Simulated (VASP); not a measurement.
# Al32NiO48 (a cell with a defect) in VASP: further runs

Runs on Al32NiO48 (a cell with a defect). Level: PBE. Tasks: single point.

Program: VASP 6.6.1. These are calculated values, not measurements. Logs are shortened: lines on timing, memory, paths and dates and some standing lists are left out, and cuts for length are marked.

### Step 1. The cell of the first run

The cell holds a defect, 81 atoms: a = 10.361 Å, b = 10.361 Å, c = 10.361 Å, α = 55.29°, β = 55.29°, γ = 55.29°.

### Step 2. Single point, PBE

INCAR reads:

```
SYSTEM = Al32NiO48
ALGO = Normal ; EDIFF = 1E-6
ENCUT = 520 ; GGA = PE
GGA_COMPAT = .False. ; ISIF = 2
ISMEAR = -1 ; LASPH = .True.
LCHARG = .False. ; LREAL = Auto
LWAVE = .False. ; NBANDS = 243
NELM = 120 ; PREC = Accurate
SIGMA = 0.01
```

KPOINTS reads:

```
k-points
0
Gamma
  1 1 1
  0 0 0
```

POSCAR reads:

```
Al32NiO48
1.0
    4.8078835200      2.7758328500      8.7484141900
   -4.8078835200      2.7758328500      8.7484141900
    0.0000000000     -5.5516656900      8.7484141900
Al O Ni
32 48 1
Direct
    0.3110139233      0.3079553503      0.3387541015
    0.4281974414      0.4276196287      0.4206873191
    0.0737394529      0.0748331439      0.0730110318
    0.1753064158      0.1779353869      0.1743249030
    0.3217733760      0.3241756331      0.8188224598
    0.4237296754      0.4228635210      0.9154905868
    0.0716266253      0.0735768018      0.5743724257
    0.1736938728      0.1748065167      0.6797491801
    0.3238416428      0.8267389718      0.3210938728
    0.4259028190      0.9233029566      0.4274418060
    0.0703641444      0.5755862082      0.0703062033
    0.1729282709      0.6783122581      0.1793544662
    0.3236377867      0.8250905149      0.8232782370
    0.4248126332      0.9303159486      0.9233799775
    0.0729924168      0.5747700275      0.5736899847
    0.1763322374      0.6777280627      0.6716865953
    0.8231732287      0.3249250483      0.3222480582
    0.9221341628      0.4282525736      0.4254001380
    0.5749224970      0.0741820438      0.0723937326
    0.6803855172      0.1731540261      0.1772915330
    0.8255499977      0.3238205451      0.8221280956
    0.9285513778      0.4270262063      0.9231039580
    0.5744020979      0.0748025742      0.5719158156
    0.6762953847      0.1767375543      0.6742923749
    0.8231696622      0.8234626894      0.3250527515
    0.9260285237      0.9267563444      0.4251619924
    0.5880348054      0.5851599905      0.0697828379
    0.6791327551      0.6802863464      0.1772254918
    0.8258297415      0.8268374854      0.8205780306
    0.9267446907      0.9272285922      0.9263366314
    0.5736264107      0.5757487653      0.5729241495
    0.6763281510      0.6772290204      0.6749620605
    0.2208531235      0.0301987835      0.3737099322
    0.4729859186      0.1187201775      0.2804898814
    0.0241629085      0.3752768834      0.2223782232
    0.3766307486      0.2197607552      0.0235934851
    0.1163300438      0.2765069121      0.4778777108
    0.2575091324      0.4628664723      0.1249520689
    0.2210275853      0.0316955933      0.8732172950
    0.4710503896      0.1263422566      0.7750175380
    0.0288268578      0.3751911051      0.7205442943
    0.3745208019      0.2216737089      0.5244915924
    0.1250951653      0.2788657716      0.9698218311
    0.2789562141      0.4725221954      0.6207171580
    0.2180959569      0.5287662904      0.3784210683
    0.4739156012      0.6291343205      0.2755444152
    0.0273591404      0.8767089981      0.2215486703
    0.3718020118      0.7347695316      0.0235582379
    0.1255571478      0.7805969628      0.4693668440
    0.2773778280      0.9747212205      0.1235427126
    0.2195843735      0.5289513269      0.8695072568
    0.4700833381      0.6265617212      0.7754692184
    0.0289903633      0.8750636279      0.7205159190
    0.3750417638      0.7231817809      0.5261758987
    0.1258085979      0.7783999897      0.9717320183
    0.2773996840      0.9726773472      0.6243713112
    0.7226089459      0.0255282073      0.3761434732
    0.9701949152      0.1266723485      0.2763184260
    0.5754540964      0.3657545292      0.2258896697
    0.8776952406      0.2220108812      0.0243465662
    0.6250214687      0.2781918990      0.4755500609
    0.7886687013      0.4819674117      0.1171792299
    0.7226491676      0.0286385143      0.8727772971
    0.9726529512      0.1238538509      0.7786105362
    0.5269431763      0.3770368013      0.7176548375
    0.8738035315      0.2223527867      0.5281319072
    0.6322632241      0.2716532357      0.9626487946
    0.7774179241      0.4725740275      0.6249899100
    0.7209487627      0.5299314387      0.3754221282
    0.9692753000      0.6263818147      0.2791056180
    0.5284218065      0.8764746235      0.2207948431
    0.8750346056      0.7268070404      0.0261833568
    0.6249259242      0.7776200529      0.4717565776
    0.7790113681      0.9714204535      0.1256208979
    0.7258666465      0.5319985224      0.8711748691
    0.9726489382      0.6270885440      0.7749701108
    0.5284725605      0.8765835154      0.7190924146
    0.8751283020      0.7223574353      0.5274208360
    0.6257025955      0.7850473364      0.9684031658
    0.7789136015      0.9721800628      0.6235456476
    0.4488826221      0.4571660049      0.1019536681
```

Potentials or basis: VASP PAW PBE potentials, release 64 (Al, O, Ni).

The run is started by

```console
> cat potpaw_PBE.64/Al/POTCAR potpaw_PBE.64/O/POTCAR potpaw_PBE.64/Ni/POTCAR > POTCAR
> mpirun -np 1 vasp_gam > vasp.out
```

OUTCAR:

```text
SYSTEM = Al32NiO48
   EDIFF = 1E-6
   ENCUT = 520
   GGA = PE
   ISIF = 2
   ISMEAR = -1
   LASPH = .True.
   LREAL = Auto
   NELM = 120
   PREC = Accurate

 ion  position               nearest neighbor table
   1  0.311  0.308  0.339-  37 1.78  34 1.86  42 1.94  38 2.03  45 2.11  81 2.16  59 2.58   8 2.71
                             2 2.80  20 2.95  12 2.95  10 3.13  18 3.17   7 3.35
   2  0.428  0.428  0.421-  44 1.88  46 1.89  61 1.90  59 1.91  45 2.00  42 2.02   1 2.80  23 2.83
                            27 2.84  15 2.85  81 3.03  17 3.23   5 3.24   9 3.26
   3  0.074  0.075  0.073-  60 1.86  39 1.87  47 1.87  58 1.98  50 1.99  43 1.99   4 2.68  14 2.81
                            22 2.82  26 2.82  20 3.21   8 3.22  12 3.24
   4  0.175  0.178  0.174-  35 1.87  33 1.88  36 1.88  50 1.98  43 1.99  58 2.00   3 2.68   9 2.81
                            17 2.82   5 2.84  11 3.24   7 3.26  19 3.26
   5  0.322  0.324  0.819-  44 1.85  43 1.86  40 1.86  51 1.99  65 2.01  36 2.01   6 2.60  16 2.83
                            24 2.83   4 2.84  22 3.20  14 3.21   2 3.24
   6  0.424  0.423  0.915-  65 1.90  52 1.91  36 1.95  38 1.95  51 1.95  67 1.96  81 2.32   5 2.60
                            31 2.76  19 2.81  11 2.84  21 3.32  13 3.32
   7  0.072  0.074  0.574-  53 1.86  66 1.87  33 1.88  37 1.96  64 1.99  56 2.00   8 2.70  30 2.81
                            10 2.84  18 2.84  24 3.23  16 3.24   4 3.26   1 3.35
   8  0.174  0.175  0.680-  39 1.83  41 1.86  42 1.90  64 1.97  56 1.99  37 2.01   7 2.70   1 2.71
                            21 2.79  13 2.80   3 3.22  15 3.27  23 3.27
   9  0.324  0.827  0.321-  46 1.86  50 1.87  49 1.87  71 1.99  33 1.99  54 2.00  10 2.67  16 2.81
[... 21 lines left out ...]
  20  0.680  0.173  0.177-  57 1.86  59 1.86  60 1.88  74 1.98  34 2.04  67 2.08  81 2.55  19 2.71
                            25 2.80  21 2.84   1 2.95   3 3.21  23 3.22
  21  0.826  0.324  0.822-  67 1.85  68 1.87  64 1.87  60 1.98  41 1.99  75 2.02  22 2.69   8 2.79
                            32 2.83  20 2.84  30 3.24  18 3.25   6 3.32
  22  0.929  0.427  0.923-  43 1.86  62 1.87  76 1.88  75 1.98  41 1.98  60 2.00  21 2.69  27 2.75
                            15 2.80   3 2.82   5 3.20  17 3.26  29 3.27
  23  0.574  0.075  0.572-  57 1.86  77 1.87  42 1.89  40 1.98  61 1.99  80 2.00  24 2.68  14 2.81
                            26 2.81   2 2.83  20 3.22  32 3.25   8 3.27
  24  0.676  0.177  0.674-  66 1.86  63 1.87  65 1.88  61 1.94  80 1.99  40 2.00  23 2.68  29 2.80
                            17 2.82   5 2.83   7 3.23  19 3.25  31 3.26
  25  0.823  0.823  0.325-  70 1.86  73 1.87  74 1.87  57 1.97  78 1.98  47 2.00  26 2.68  20 2.80
                            12 2.80  32 2.80  18 3.24  10 3.25  30 3.25
  26  0.926  0.927  0.425-  80 1.87  49 1.87  58 1.88  57 1.98  47 1.98  78 1.99  25 2.68  23 2.81
                            15 2.82   3 2.82  29 3.24  17 3.25   9 3.25
  27  0.588  0.585  0.070-  79 1.88  75 1.90  59 1.93  62 1.93  46 1.94  48 2.02  81 2.25  28 2.57
                            22 2.75  14 2.79   2 2.84  32 3.28
  28  0.679  0.680  0.177-  71 1.84  69 1.85  72 1.85  62 1.97  46 2.01  79 2.04  27 2.57  17 2.84
                             9 2.84  29 2.85  11 3.18  19 3.20  31 3.22
  29  0.826  0.827  0.821-  80 1.86  79 1.87  76 1.88  53 1.97  63 1.97  72 2.00  30 2.69  24 2.80
                            16 2.81  28 2.85  26 3.24  22 3.27  14 3.28
  30  0.927  0.927  0.926-  64 1.86  74 1.87  55 1.87  72 1.96  63 2.01  53 2.01  29 2.69  11 2.81
                             7 2.81  19 2.81  21 3.24  13 3.24  25 3.25
  31  0.574  0.576  0.573-  69 1.86  65 1.87  54 1.87  52 1.97  73 1.97  68 1.99  32 2.68   6 2.76
[... 349 lines left out ...]
   GGA     = PE    functional components
   LHFCALC =     F    Hartree Fock is set to
   AEXX    =    0.0000 exact exchange contribution
   IVDW    =     0    specifies the selected vdW correction
   LEPSILON=     F    determine dielectric tensor
   LRPA    =     F    only Hartree local field effects (RPA)
 non-spin polarized calculation
  energy-cutoff  :      520.00
  volume of cell :      700.53
 maximum number of plane-waves:      9404
 NGX is ok and might be reduce to    80
   NGX = 39   NGY = 39   NGZ = 39

 number of electron     394.0000014 magnetization

 Free energy of the ion-electron system (eV)
  ---------------------------------------------------
  ext. energy  EPLUGINS =         0.00000000
  ---------------------------------------------------
  free energy    TOTEN  =      -596.42488238 eV

  energy without entropy =     -596.42488238  energy(sigma->0) =     -596.42488238

 E-fermi :   9.8748     XC(G=0): -11.6469

 val. band max:        9.5753459268   @ k =   0.0000   0.0000   0.0000
 cond. band min:      11.7580995320   @ k =   0.0000   0.0000   0.0000
 fundamental gap:      2.1827536052
 Fermi energy:         9.8747508004

 k-point     1 :       0.0000    0.0000    0.0000
  band No.  band energies     occupation
      1     -13.0823      2.00000
      2     -12.1923      2.00000
      3     -12.1389      2.00000
      4     -12.0552      2.00000
      5     -12.0208      2.00000
      6     -12.0044      2.00000
[... 201 lines left out ...]
    208      15.2140      0.00000
    209      15.2479      0.00000
 [bands above 209 left out]

------------------------ aborting loop because EDIFF is reached ----------------------------------------

  FORCE on cell =-STRESS in cart. coord.  units (eV):
  Direction    XX          YY          ZZ          XY          YZ          ZX
  --------------------------------------------------------------------------------------
  -------------------------------------------------------------------------------------
  Total       16.7847803     19.0848296     21.0098511     -0.0465903      2.4968143      0.6156173
  in kB       38.3882584     43.6486720     48.0513641     -0.1065560      5.7104324      1.4079705
  external PRESSURE =      43.3627648 kB  Pullay stress =       0.0000000 kB

 VOLUME and BASIS-vectors are now :
 -----------------------------------------------------------------------------
  energy-cutoff  :      520.00
  volume of cell :      700.53
      direct lattice vectors                 reciprocal lattice vectors
     4.807883520  2.775832850  8.748414190     0.103995864  0.060042040  0.038102144
    -4.807883520  2.775832850  8.748414190    -0.103995864  0.060042040  0.038102144
     0.000000000 -5.551665690  8.748414190     0.000000000 -0.120084080  0.038102144

 POSITION                                       TOTAL-FORCE (eV/Angst)
 -----------------------------------------------------------------------------------
      0.01471     -0.16249      8.37856         0.003805     -0.018186      0.004443
      0.00278      0.04009     11.16739         0.001255     -0.006784      0.011934
     -0.00526      0.00708      1.93851         0.000615     -0.003360     -0.004631
     -0.01264      0.01275      4.61537        -0.002124      0.000938      0.004325
     -0.01155     -2.75278     12.81443         0.005340     -0.000055     -0.005196
      0.00416     -2.73250     15.41544         0.008969      0.013270     -0.020954
[... 73 lines left out ...]
     -0.92920      1.39903     20.77433         0.004144     -0.000937     -0.001234
     -0.03983      1.94903      8.81842        -0.006434      0.039607     -0.004225
 -----------------------------------------------------------------------------------
    total drift:                                0.000631      0.020674     -0.014653

  FREE ENERGIE OF THE ION-ELECTRON SYSTEM (eV)
  ---------------------------------------------------
  free  energy   TOTEN  =      -596.4248823772 eV

  energy  without entropy=     -596.4248823772  energy(sigma->0) =     -596.42488238
```

It took 5.6 min on 1 thread of AMD EPYC 9R45 (Zen 5), shared host; peak memory 0.93 GiB.

What came out:

- Free energy: -596.4249 eV
- Pressure: 4.3 GPa
- Largest force: 0.040 eV/Å
- Band gap on the k mesh: 2.18 eV

Forces on the atoms (eV/Å):
```
Al   0.004 -0.018  0.004
Al   0.001 -0.007  0.012
Al   0.001 -0.003 -0.005
Al  -0.002  0.001  0.004
Al   0.005  0.000 -0.005
Al   0.009  0.013 -0.021
Al  -0.004  0.004 -0.011
Al  -0.002  0.004  0.006
Al   0.000  0.000 -0.010
Al   0.004 -0.006  0.006
Al  -0.005 -0.006 -0.017
Al  -0.015 -0.010  0.006
Al  -0.003  0.005 -0.007
Al  -0.003  0.001  0.014
Al  -0.006 -0.005 -0.005
Al  -0.002  0.002  0.010
Al  -0.002 -0.002 -0.010
Al   0.001 -0.001  0.008
Al   0.000 -0.001 -0.010
Al   0.016 -0.009  0.001
Al   0.000  0.003 -0.008
Al   0.003 -0.005  0.013
Al  -0.001  0.001 -0.003
Al  -0.002 -0.003  0.008
Al  -0.001 -0.002 -0.004
Al   0.000  0.002  0.009
Al  -0.006  0.015  0.018
Al   0.004  0.000  0.004
Al   0.000 -0.001 -0.010
Al  -0.005 -0.001  0.008
Al   0.004 -0.001 -0.015
Al   0.001  0.003  0.010
O   -0.002  0.000  0.002
O    0.001 -0.001 -0.002
O    0.004  0.009  0.007
O    0.002 -0.004  0.006
O   -0.006  0.002 -0.005
O   -0.013 -0.014 -0.020
O    0.003 -0.003  0.000
O   -0.001 -0.002  0.000
O    0.000  0.007  0.001
O    0.001  0.003  0.001
O    0.001  0.004  0.001
O    0.003  0.003 -0.003
O   -0.002 -0.007  0.002
O   -0.001 -0.004 -0.003
O    0.000  0.006  0.001
O   -0.002  0.005  0.004
O   -0.002  0.003 -0.001
O    0.003  0.000 -0.001
O   -0.009 -0.003  0.010
O   -0.002 -0.003 -0.001
O    0.003  0.003  0.002
O   -0.001  0.000 -0.001
O    0.008  0.000  0.004
O    0.004  0.000 -0.001
O   -0.003  0.001 -0.004
O    0.000 -0.004 -0.001
O    0.021 -0.017  0.025
O   -0.006 -0.003 -0.005
O   -0.006  0.007 -0.005
O    0.005 -0.004  0.000
O   -0.006  0.000  0.002
O   -0.001 -0.004 -0.001
O    0.005  0.002 -0.002
O    0.004 -0.003  0.002
O    0.003  0.009 -0.005
O    0.001 -0.004  0.002
O   -0.006  0.002  0.000
O    0.008  0.003  0.000
O   -0.001  0.003  0.002
O   -0.004 -0.001 -0.001
O   -0.002  0.000 -0.001
O    0.003  0.001 -0.001
O   -0.002 -0.001 -0.001
O   -0.002 -0.002 -0.002
O    0.002 -0.003 -0.002
O    0.004 -0.004  0.001
O    0.000  0.005  0.003
O    0.004 -0.001 -0.001
Ni  -0.006  0.040 -0.004
```

Caveat: the k points lie up to 0.79 Å⁻¹ apart.

(Continued in part 2 of 3.)
